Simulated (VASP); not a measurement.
# Sn2P3 (P-3m1) in VASP: further runs

The runs below take Sn2P3 through single point, relaxation of cell and atoms, with PBE.

Program: VASP 6.6.1. These are calculated values, not measurements. Logs are shortened: lines on timing, memory, paths and dates and some standing lists are left out, and cuts for length are marked.

## 1. The cell of the first run

It takes space group P-3m1 (No. 164, trigonal). The conventional cell has a = 3.422 Å, b = 3.422 Å, c = 12.231 Å, α = 90.00°, β = 90.00°, γ = 120.00°. Within 3.6 Å of Sn (site symmetry 3m) lie 3 P at 2.77 Å and 6 Sn at 3.42 Å. P (site symmetry -3m) has 6 Sn at 2.77 Å and 6 P at 3.42 Å within 3.6 Å. Within 3.1 Å of P (site symmetry 3m) lie 3 P at 2.32 Å.

## 2. Single point, PBE

INCAR

```
SYSTEM = Sn2P3
  PREC = Accurate
  ENCUT = 520
  EDIFF = 1E-6
  ISMEAR = 0
  SIGMA = 0.1
  LREAL = .False.
  LASPH = .True.
  NELM = 100
  ALGO = Normal
  ISIF = 2
  LWAVE = .False.
  LCHARG = .True.
  GGA = PE
  LELF = .True.
  LVHAR = .True.
  NBANDS = 30
```

KPOINTS

```
regular mesh
0
Gamma
  12 12 4
  0 0 0
```

POSCAR

```
Sn2P3
1.0
    3.4217556651      0.0000000000      0.0000000000
   -1.7108778325      2.9633273315      0.0000000000
    0.0000000000      0.0000000000     12.2306196897
Sn P
2 3
Direct
    0.3333333333      0.6666666667      0.1582740322
    0.6666666667      0.3333333333      0.8417259678
    0.0000000000      0.0000000000      0.0000000000
    0.3333333333      0.6666666667      0.5494564874
    0.6666666667      0.3333333333      0.4505435126
```

Potentials or basis: VASP PAW PBE potentials, release 64 (Sn_d, P).

Command:

```sh
cat potpaw_PBE.64/Sn_d/POTCAR potpaw_PBE.64/P/POTCAR > POTCAR
mpirun -np 1 vasp_std > vasp.out
```

OUTCAR:

```text
SYSTEM = Sn2P3
   PREC = Accurate
   ENCUT = 520
   EDIFF = 1E-6
   ISMEAR = 0
   LREAL = .False.
   LASPH = .True.
   NELM = 100
   ISIF = 2
   GGA = PE

 ion  position               nearest neighbor table
   1  0.333  0.667  0.158-   3 2.77   3 2.77   3 2.77
   2  0.667  0.333  0.842-   3 2.77   3 2.77   3 2.77
   3  0.000  0.000  0.000-   1 2.77   2 2.77   1 2.77   2 2.77   2 2.77   1 2.77
   4  0.333  0.667  0.549-   5 2.32   5 2.32   5 2.32
   5  0.667  0.333  0.451-   4 2.32   4 2.32   4 2.32

  LATTYP: Found a hexagonal cell.
 ALAT       =     3.4217556651
 C/A-ratio  =     3.5743696765

  Lattice vectors:

 A1 = (   3.4217556651,   0.0000000000,   0.0000000000)
 A2 = (  -1.7108778325,   2.9633273315,   0.0000000000)
 A3 = (   0.0000000000,   0.0000000000,  12.2306196897)

Analysis of symmetry for initial positions (statically):
=====================================================================
 Subroutine PRICEL returns:
 Original cell was already a primitive cell.

 Routine SETGRP: Setting up the symmetry group for a
 hexagonal supercell.

 Subroutine GETGRP returns: Found 12 space group operations
 (whereof 12 operations were pure point group operations)
 out of a pool of 24 trial point group operations.

The static configuration has the point symmetry D_3d.

Analysis of symmetry for dynamics (positions and initial velocities):
=====================================================================
 Subroutine PRICEL returns:
 Original cell was already a primitive cell.

 Routine SETGRP: Setting up the symmetry group for a
 hexagonal supercell.

 Subroutine GETGRP returns: Found 12 space group operations
 (whereof 12 operations were pure point group operations)
 out of a pool of 24 trial point group operations.

The dynamic configuration has the point symmetry D_3d.

 Subroutine INISYM returns: Found 12 space group operations
 (whereof 12 operations are pure point group operations),
 and found     1 'primitive' translations

----------------------------------------------------------------------------------------

                                     Primitive cell

  volume of cell :     124.0158

  direct lattice vectors                    reciprocal lattice vectors
     3.421755665  0.000000000  0.000000000     0.292247635  0.168729251  0.000000000
    -1.710877833  2.963327331  0.000000000     0.000000000  0.337458501  0.000000000
[... 93 lines left out ...]
   EDIFFG = 0.1E-04   stopping-criterion for IOM
   NSW    =      0    number of steps for IOM
   IBRION =     -1    ionic relax: 0-MD 1-quasi-New 2-CG
   NFREE  =      0    steps in history (QN), initial steepest desc. (CG)
   ISIF   =      2    stress and relaxation
   ISYM   =      2    0-nonsym 1-usesym 2-fastsym
   POTIM  = 0.5000    time-step for ionic-motion
   TEBEG  =    0.0;   TEEND  =   0.0 temperature during run
   PSTRESS=    0.0 pullay stress
   NELECT =      43.0000    total number of electrons
   NUPDOWN=      -1.0000    fix difference up-down
   EMIN   =  10.00;   EMAX   =-10.00  energy-range for DOS
   EFERMI =   0.00;   METHOD = LEGACY
   ISMEAR =     0;   SIGMA  =   0.10  broadening in eV -4-tet -1-fermi 0-gaus
   EFERMI_NEDOS =   21; number of points for ismear=-14 and -15
   IALGO  =     38    algorithm
   IMIX   =      4    mixing-type and parameters
     AMIX     =   0.40;   BMIX     =  1.00
     AMIX_MAG =   1.60;   BMIX_MAG =  1.00
  volume/ion in A,a.u.               =      24.80       167.38
  Fermi-wavevector in a.u.,A,eV,Ry     =   1.150108  2.173389 17.997085  1.322748
  Thomas-Fermi vector in A             =   2.286774
   LORBIT       =      0    0 simple, 1 ext, 2 COOP (PROOUT), +10 PAW based schemes
   GGA     = PE    functional components
   LHFCALC =     F    Hartree Fock is set to
   AEXX    =    0.0000 exact exchange contribution
   IVDW    =     0    specifies the selected vdW correction
   LEPSILON=     F    determine dielectric tensor
   LRPA    =     F    only Hartree local field effects (RPA)
 non-spin polarized calculation
 Gauss-broadening in eV      SIGMA  =   0.10
  energy-cutoff  :      520.00
  volume of cell :      124.02
 maximum number of plane-waves:      3364
 NGX is ok and might be reduce to    28
   NGX = 13   NGY = 13   NGZ = 45

 number of electron      42.9999997 magnetization

 Free energy of the ion-electron system (eV)
  ---------------------------------------------------
  ext. energy  EPLUGINS =         0.00000000
  ---------------------------------------------------
  free energy    TOTEN  =       -23.09687417 eV

  energy without entropy =      -23.08774666  energy(sigma->0) =      -23.09231041

 E-fermi :   6.0832     XC(G=0):  -9.4891

 val. band max:        6.0731489796   @ k =   0.2500   0.1667   0.0000
 cond. band min:       6.0972916450   @ k =   0.4167  -0.0000   0.2500
 fundamental gap:      0.0241426654
 Fermi energy:         6.0832177770

 k-point     1 :       0.0000    0.0000    0.0000
  band No.  band energies     occupation
      1     -15.3556      2.00000
      2     -15.3556      2.00000
      3     -15.3544      2.00000
      4     -15.3544      2.00000
      5     -15.3366      2.00000
      6     -15.3275      2.00000
[... 781 lines left out ...]
     29      11.5302      0.00000
     30      12.4495      0.00000

 [... further k-points ...]

------------------------ aborting loop because EDIFF is reached ----------------------------------------

  FORCE on cell =-STRESS in cart. coord.  units (eV):
  Direction    XX          YY          ZZ          XY          YZ          ZX
  --------------------------------------------------------------------------------------
  -------------------------------------------------------------------------------------
  Total       -0.1171527     -0.1171527     -0.0608846     -0.0000000      0.0000000      0.0000000
  in kB       -1.5135112     -1.5135112     -0.7865769     -0.0000000      0.0000000      0.0000000
  external PRESSURE =      -1.2711998 kB  Pullay stress =       0.0000000 kB

 VOLUME and BASIS-vectors are now :
 -----------------------------------------------------------------------------
  energy-cutoff  :      520.00
  volume of cell :      124.02
      direct lattice vectors                 reciprocal lattice vectors
     3.421755665  0.000000000  0.000000000     0.292247635  0.168729251  0.000000000
    -1.710877833  2.963327331  0.000000000     0.000000000  0.337458501  0.000000000
     0.000000000  0.000000000 12.230619690     0.000000000  0.000000000  0.081762006

 POSITION                                       TOTAL-FORCE (eV/Angst)
 -----------------------------------------------------------------------------------
     -0.00000      1.97555      1.93579        -0.000000      0.000000      0.002650
      1.71088      0.98778     10.29483         0.000000     -0.000000     -0.002650
      0.00000      0.00000      0.00000        -0.000000      0.000000      0.000000
     -0.00000      1.97555      6.72019        -0.000000      0.000000     -0.058496
      1.71088      0.98778      5.51043        -0.000000     -0.000000      0.058496
 -----------------------------------------------------------------------------------
    total drift:                               -0.000000      0.000000      0.000000

  FREE ENERGIE OF THE ION-ELECTRON SYSTEM (eV)
  ---------------------------------------------------
  free  energy   TOTEN  =       -23.0968741700 eV

  energy  without entropy=      -23.0877466564  energy(sigma->0) =      -23.09231041
```

OSZICAR:

```text
N       E                     dE             d eps       ncg     rms          rms(c)
DAV:   1     0.369047775433E+03    0.36905E+03   -0.19896E+04  4282   0.171E+03
DAV:   2     0.264339211647E+02   -0.34261E+03   -0.33068E+03  4214   0.468E+02
DAV:   3    -0.213316003643E+02   -0.47766E+02   -0.46345E+02  5122   0.148E+02
DAV:   4    -0.235987470633E+02   -0.22671E+01   -0.22547E+01  5012   0.336E+01
DAV:   5    -0.236685607462E+02   -0.69814E-01   -0.69794E-01  5750   0.619E+00    0.763E+00
DAV:   6    -0.231288049036E+02    0.53976E+00   -0.15137E+00  5686   0.662E+00    0.454E+00
DAV:   7    -0.231064795465E+02    0.22325E-01   -0.38373E-01  4706   0.255E+00    0.257E+00
DAV:   8    -0.231010732955E+02    0.54063E-02   -0.80881E-02  5246   0.122E+00    0.358E-01
DAV:   9    -0.230964392122E+02    0.46341E-02   -0.13393E-02  5252   0.595E-01    0.183E-01
DAV:  10    -0.230968880857E+02   -0.44887E-03   -0.29493E-03  4732   0.246E-01    0.445E-02
DAV:  11    -0.230968699542E+02    0.18131E-04   -0.31545E-04  5110   0.853E-02    0.238E-02
DAV:  12    -0.230968739665E+02   -0.40123E-05   -0.61853E-05  5466   0.358E-02    0.132E-02
DAV:  13    -0.230968741700E+02   -0.20342E-06   -0.92243E-06  4418   0.148E-02
   1 F= -.23096874E+02 E0= -.23092310E+02  d E =-.912751E-02
```

It took 2.7 min on 1 thread of Intel Xeon Platinum 8488C (Sapphire Rapids), shared host; peak memory 0.38 GiB.

Results:

* Free energy: -23.0969 eV
* Pressure: -0.1 GPa
* Largest force: 0.058 eV/Å
* Band gap on the k mesh: zero (an odd number of electrons rules out a gap without spin polarisation)

Forces in eV/Å, atoms in the order of the input:
```
Sn   0.000  0.000  0.003
Sn   0.000  0.000 -0.003
P    0.000  0.000  0.000
P    0.000  0.000 -0.058
P    0.000  0.000  0.058
```

Caveat: spin-orbit coupling is left out, which moves the levels of the heavy elements.

## 3. Single point, PBE

INCAR

```
PREC     = Accurate       # precision mode
ENCUT    = 520            # plane-wave cutoff, eV
EDIFF    = 1E-6           # SCF threshold, eV
ISMEAR   = 0              # smearing method
SIGMA    = 0.1            # smearing width, eV
LREAL    = F              # projectors in reciprocal space
LASPH    = T              # aspherical terms in the spheres
NELM     = 60             # most SCF steps
ALGO     = Normal         # electronic algorithm
ISIF     = 2              # what is computed and relaxed
LWAVE    = F              # write WAVECAR
LCHARG   = F              # write CHGCAR
GGA      = PE             # functional
NBANDS   = 30             # bands
```

KPOINTS

```
Automatic mesh
0
Gamma
  12 12 4
```

POSCAR is that of step 2.

Potentials or basis: VASP PAW PBE potentials, release 64 (Sn_d, P).

Command:

```sh
cat potpaw_PBE.64/Sn_d/POTCAR potpaw_PBE.64/P/POTCAR > POTCAR
mpirun -np 1 vasp_std > vasp.out
```

It took 2.7 min on 1 thread of Intel Xeon Platinum 8488C (Sapphire Rapids), shared host; peak memory 0.39 GiB.

The run converged. Its results:

```
Free energy            : -23.0969 eV
Pressure               : -0.1 GPa
Largest force          : 0.058 eV/Å
Band gap on the k mesh : zero (an odd number of electrons rules out a gap without spin polarisation)
```

Forces in eV/Å, atoms in the order of the input:
```
Sn   0.000  0.000  0.003
Sn   0.000  0.000 -0.003
P    0.000  0.000  0.000
P    0.000  0.000 -0.058
P    0.000  0.000  0.058
```

Levels at points of the mesh, in eV from the Fermi level:
```csv
k point,band 20,band 21,band 22,band 23,band 24,band 25
"(0.00, 0.00, 0.00)",0.89,0.89,1.12,1.87,1.87,3.03
"(0.50, 0.00, 0.00)",-2.09,-1.80,-1.01,0.23,1.60,1.72
"(0.00, 0.00, 0.50)",0.89,0.89,0.97,1.87,1.87,2.43
"(0.50, 0.00, 0.50)",-1.92,-1.56,-1.01,0.15,0.90,1.59
```

Caveat: spin-orbit coupling is left out, which moves the levels of the heavy elements.

## 4. Relaxation of cell and atoms, PBE

This run uses another cell than the first one, of 22.85 Å³/atom.

INCAR

```
PREC     = Accurate       # precision mode
ENCUT    = 600            # plane-wave cutoff, eV
EDIFF    = 1E-7           # SCF threshold, eV
ISMEAR   = 0              # smearing method
SIGMA    = 0.1            # smearing width, eV
LREAL    = F              # projectors in reciprocal space
LASPH    = T              # aspherical terms in the spheres
NELM     = 100            # most SCF steps
ALGO     = Normal         # electronic algorithm
ISIF     = 3              # what is computed and relaxed
LWAVE    = F              # write WAVECAR
LCHARG   = F              # write CHGCAR
GGA      = PE             # functional
IBRION   = 2              # ionic algorithm
NSW      = 100            # ionic steps
EDIFFG   = -0.01          # ionic threshold
```

KPOINTS

```
regular mesh
0
Gamma
  12 12 4
```

POSCAR

```
Sn2P3
1.0
    3.6739824036      0.0000000000      0.0000000000
   -1.8369912018      3.1817620946      0.0000000000
    0.0000000000      0.0000000000      9.7721209071
Sn P
2 3
Direct
    0.3333333333      0.6666666667      0.1766674967
    0.6666666667      0.3333333333      0.8233325033
    0.0000000000      0.0000000000      0.0000000000
    0.3333333333      0.6666666667      0.5570006318
    0.6666666667      0.3333333333      0.4429993682
```

Command:

```sh
cat potpaw_PBE.64/Sn_d/POTCAR potpaw_PBE.64/P/POTCAR > POTCAR
mpirun -np 1 vasp_std > vasp.out
```

Run time: 82 min. Hardware: 1 thread of Intel Xeon Platinum 8488C (Sapphire Rapids), shared host; peak memory 0.41 GiB.

It converged, with:

| Item | Value |
| --- | --- |
| Free energy | -23.0935 eV |
| Relaxed volume | 24.75 Å³/atom |
| Relaxed cell | a = 3.419 Å, b = 3.419 Å, c = 12.226 Å, α = 90.00°, β = 90.00°, γ = 120.00° |
| Space group after relaxing (to 0.1 Å) | P-3m1 (No. 164) |
| Energy gained by relaxing | 27.3 meV/atom |
| Ionic steps | 40 |
| Pressure after relaxing | 0.0 GPa |
| Largest force after relaxing | 0.010 eV/Å |
| Band gap on the k mesh | zero (an odd number of electrons rules out a gap without spin polarisation) |

Forces on the atoms (eV/Å):
```
Sn   0.000  0.000 -0.010
Sn   0.000  0.000  0.010
P    0.000  0.000  0.000
P    0.000  0.000 -0.010
P    0.000  0.000  0.010
```

Step by step:
| step | energy change (eV) | largest force (eV/Å) | pressure (GPa) | volume (Å³) |
| --- | --- | --- | --- | --- |
| 1 | 0.0000 | 0.2310 | -0.20 | 114.23 |
| 2 | -0.0128 | 0.1093 | -0.22 | 113.76 |
| 3 | -0.0217 | 0.1311 | -0.24 | 113.07 |
| 4 | -0.0220 | 0.1826 | -0.24 | 112.92 |
| 5 | -0.0284 | 0.1082 | 0.44 | 111.88 |
| 6 | -0.0294 | 0.0662 | 0.85 | 111.30 |
| 7 | -0.0333 | 0.0646 | 0.84 | 111.46 |
| 8 | -0.0442 | 0.0660 | 0.82 | 111.91 |
| 9 | -0.0659 | 0.0212 | 0.94 | 112.73 |
| 10 | -0.0786 | 0.3145 | 2.04 | 113.97 |
| 11 | 0.1486 | 1.5436 | 6.23 | 114.98 |
| 12 | -0.0687 | 0.5519 | 2.60 | 114.13 |
| 13 | -0.0724 | 0.5532 | 2.55 | 114.37 |
| 14 | -0.0840 | 0.5595 | 2.40 | 115.08 |
| 15 | -0.1010 | 0.5215 | 2.05 | 116.46 |
| 16 | -0.0926 | 0.4210 | 1.63 | 119.09 |
| 17 | -0.1025 | 0.4932 | 1.86 | 117.52 |
| 18 | -0.1088 | 0.4206 | 1.62 | 117.79 |
| 19 | -0.1222 | 0.2074 | 0.92 | 118.62 |
| 20 | -0.1258 | 0.1980 | -0.38 | 120.27 |
| 21 | -0.1281 | 0.1026 | 0.09 | 119.64 |
| 22 | -0.1281 | 0.1015 | 0.12 | 119.60 |
| 23 | -0.1284 | 0.0965 | 0.12 | 119.65 |
| 24 | -0.1291 | 0.0810 | 0.12 | 119.82 |
| 25 | -0.1299 | 0.0498 | 0.12 | 120.14 |
| 26 | -0.1293 | 0.1404 | 0.13 | 120.80 |
| 27 | -0.1300 | 0.0753 | 0.12 | 120.35 |
| 28 | -0.1304 | 0.0523 | 0.07 | 120.53 |
| 29 | -0.1313 | 0.0333 | -0.09 | 121.06 |
| 30 | -0.1309 | 0.1546 | -0.41 | 122.14 |
| 31 | -0.1314 | 0.0688 | -0.21 | 121.47 |
| 32 | -0.1320 | 0.0701 | -0.17 | 121.53 |
| 33 | -0.1334 | 0.0736 | -0.06 | 121.72 |
| 34 | -0.1346 | 0.0800 | 0.19 | 122.10 |
| 35 | -0.1356 | 0.0393 | 0.12 | 122.65 |
| 36 | -0.1361 | 0.0321 | 0.01 | 123.60 |
| 37 | -0.1362 | 0.0232 | 0.02 | 123.48 |
| 38 | -0.1362 | 0.0189 | -0.03 | 123.66 |
| 39 | -0.1362 | 0.0196 | -0.04 | 123.70 |
| 40 | -0.1363 | 0.0100 | -0.02 | 123.74 |

Final structure:
```
CELL_PARAMETERS angstrom
3.41869 0.00000 0.00000
-1.70934 2.96067 0.00000
0.00000 0.00000 12.22573
ATOMIC_POSITIONS crystal
Sn 0.33333 0.66667 0.15862
Sn 0.66667 0.33333 0.84138
P 0.00000 0.00000 0.00000
P 0.33333 0.66667 0.54934
P 0.66667 0.33333 0.45066
```

Levels at points of the mesh, in eV from the Fermi level:
```
           k point  band 20  band 21  band 22  band 23  band 24  band 25
(0.00, 0.00, 0.00)     0.92     0.92     1.13     1.87     1.87     3.03
(0.50, 0.00, 0.00)    -2.10    -1.81    -0.99     0.22     1.61     1.71
(0.00, 0.00, 0.50)     0.92     0.92     0.98     1.87     1.87     2.42
(0.50, 0.00, 0.50)    -1.92    -1.57    -0.99     0.14     0.90     1.58
```

Caveat: a cell axis changed by over 15 % at a fixed basis, so the end point is rough; spin-orbit coupling is left out, which moves the levels of the heavy elements.
